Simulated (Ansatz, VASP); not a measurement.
**One calculation of Te3WCl2, two programs**

The input INCAR:

```
SYSTEM = Te3WCl2
  PREC = Accurate
  ENCUT = 520
  EDIFF = 1E-6
  ISMEAR = 0
  SIGMA = 0.1
  LREAL = .False.
  LASPH = .True.
  NELM = 150
  ALGO = Normal
  ISIF = 2
  LWAVE = .False.
  LCHARG = .False.
  ISPIN = 2
  MAGMOM = -0.02 -0.02 0.26 0.32 0.07 0.07
  LORBIT = 11
  LMAXMIX = 4
  GGA = PE
  NBANDS = 36
```

KPOINTS

```
Automatic mesh
0
Gamma
  6 6 2
  0 0 0
```

File POSCAR:

```
Te3WCl2
1.0
    4.0886965500      0.0000000000      0.0000000000
   -2.0443482800      3.5409150800      0.0000000000
    0.0000000000      0.0000000000      9.9801934000
Te W Cl
3 1 2
Direct
    0.3333333300      0.6666666700      0.1726190000
    0.6666666700      0.3333333300      0.8273810000
    0.0000000000      0.0000000000      0.5000000000
    0.0000000000      0.0000000000      0.0000000000
    0.3333333300      0.6666666700      0.6657999800
    0.6666666700      0.3333333300      0.3342000200
```

Input for Ansatz:

```yaml
crystal:
  lattice:
    - [4.08869655, 0.0, 0.0]
    - [-2.04434828, 3.54091508, 0.0]
    - [0.0, 0.0, 9.9801934]
  atoms:
    - { symbol: Te, position: [0.33333333, 0.66666667, 0.172619] }
    - { symbol: Te, position: [0.66666667, 0.33333333, 0.827381] }
    - { symbol: Te, position: [0.0, 0.0, 0.5] }
    - { symbol: W, position: [0.0, 0.0, 0.0] }
    - { symbol: Cl, position: [0.33333333, 0.66666667, 0.66579998] }
    - { symbol: Cl, position: [0.66666667, 0.33333333, 0.33420002] }
basis:
  ecutwfc: 420
kpoints:
  mp_grid: { grid: [6, 6, 2] }
hamiltonian:
  xc: pbe
scf:
  occupations: { method: gaussian, width: 0.1 }
  lower_state_search: "off"
output:
  forces: true
  stress: true
  eigenvalues: true
  populations: true
magnetization:
  spin_polarized: true
```

Change from the starting cell: species swapped into the Mg2ZnO3 type (P-3m1, No. 164).

Alike in both runs: task single point; functional PBE; k mesh 6 × 6 × 2; occupations gaussian, width 0.1 eV; collinear spin.

```csv
,VASP,Ansatz
version,VASP 6.6.1,Ansatz 0.2.0
potentials or method,"VASP PAW PBE potentials, release 64 (Te, W_sv, Cl), cutoff 520 eV","scalar-relativistic, plane waves, PAW"
valence electrons in the cell,46,76
```

|  | VASP | Ansatz | Ansatz less VASP |
| --- | --- | --- | --- |
| gap on the k mesh at the Fermi level (eV) | none | none | - |
| pressure (GPa) | 2.6 | 2.7 | +0.09 |
| traceless stress, the component that is largest in VASP (GPa) | 3.16 | 3.16 | -0.001 |
| rms of the force components (eV/Å) | 1.173 | 1.176 | +0.0034 |
| net moment per atom (μB) | 0.14 | 0.14 | 0.000 |
| size of the moment on the site where the two differ most (μB) | 0.05 | 0.06 | +0.009 |

Site moments also hang on the region over which each program counts them. Atom by atom the forces differ by 0.003 eV/Å (rms over components). A gap of «none» marks a metal or a gap that the smearing closes. VASP's potentials hold 46 valence electrons a cell and Ansatz's 76, so a difference there can come from the potentials and not from the codes. Ansatz's warnings: no starting moments.

Neither program's run includes spin-orbit coupling.
